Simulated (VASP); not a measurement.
Si:

```
Si
1.0
     0.00000    2.72185    2.72185
     2.72185    0.00000    2.72185
     2.72185    2.72185    0.00000
Si
2
Direct
  0.75000 0.75000 0.75000
  0.50000 0.50000 0.50000
```

Base run:

* Program: VASP 6.6.1
* Functional: PBEsol
* Potentials or basis: VASP PAW PBE potentials, release 64 (Si)
* Cutoff: 520 eV
* k mesh: 10 × 10 × 10
* Occupations: fermi-dirac, width 0.02 eV
* Spin: no spin polarisation

Its results: band gap on the k mesh 0.48 eV, indirect (least direct gap 2.51 eV); pressure -0.4 GPa.

**Question.** The run is repeated on the same cell with these changes: functional from PBEsol to r2SCAN. What comes out?

**Answer.** Band gap on the k mesh 0.79 eV, indirect (least direct gap 2.76 eV); pressure -0.2 GPa.

r2SCAN gives the wider gap, since meta-GGAs in the generalised Kohn-Sham scheme recover part of the derivative discontinuity.

Caveats: the PAW data sets were made with another functional, which shifts forces and pressure a little.

A k mesh can miss the band edges.
